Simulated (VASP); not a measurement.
Write the native input for VASP 6.6.1 that does the following.

| Property | Result |
| --- | --- |
| Task | single point |
| Functional | r2SCAN |
| Potentials or basis | VASP PAW PBE potentials, release 64 (Zr_sv, C) |
| Cutoff | 520 eV |
| k mesh | 18 × 18 × 18 |
| Occupations | gaussian, width 0.05 eV |
| Spin | no spin polarisation |
| Dipole correction | no |
| Further INCAR settings | ALGO = Normal; EDIFF = 1e-07; NBANDS = 15 |

The system is ZrC.

```
CELL_PARAMETERS angstrom
3.27292 0.00000 0.00000
-1.63646 2.83443 0.00000
0.00000 0.00000 2.93105
ATOMIC_POSITIONS crystal
Zr 0.00000 0.00000 0.00000
C 0.66667 0.33333 0.50000
```

The input as run:

POSCAR

```
ZrC
1.0
    3.2729194810      0.0000000000      0.0000000000
   -1.6364597405      2.8344314151      0.0000000000
    0.0000000000      0.0000000000      2.9310467534
Zr C
1 1
Direct
    0.0000000000      0.0000000000      0.0000000000
    0.6666666667      0.3333333333      0.5000000000
```

INCAR.step1

```
ALGO = Normal
EDIFF = 1E-4
ENCUT = 520
GGA = PE
ISMEAR = 0
LASPH = T
LCHARG = F
LREAL = F
LWAVE = T
NBANDS = 15
NELM = 100
PREC = Accurate
SIGMA = 0.05
```

INCAR.step2

```
ALGO = Normal
EDIFF = 1E-7
ENCUT = 520
ISIF = 2
ISMEAR = 0
ISTART = 1
LASPH = T
LCHARG = F
LMIXTAU = T
LREAL = F
LWAVE = F
METAGGA = R2SCAN
NBANDS = 15
NELM = 100
PREC = Accurate
SIGMA = 0.05
```

KPOINTS

```
k-points
0
Gamma
  18 18 18
```

Potentials or basis: VASP PAW PBE potentials, release 64 (Zr_sv, C).

Command:

```console
$ cat potpaw_PBE.64/Zr_sv/POTCAR potpaw_PBE.64/C/POTCAR > POTCAR
$ cp INCAR.step1 INCAR
$ mpirun -np 1 vasp_std > vasp.out
$ cp INCAR.step2 INCAR
$ mpirun -np 1 vasp_std > vasp.out
```

It gave:

```
Pressure               : 0.2 GPa
Band gap on the k mesh : zero (band 8 reaches 9.25 eV, above the bottom of band 9 at 8.91 eV)
```

Caveat: the PAW data sets were made with another functional, which shifts forces and pressure a little.

Run time: 5.1 min on 1 thread of Intel Xeon 6975P-C (shared host), peak memory 0.27 GiB.
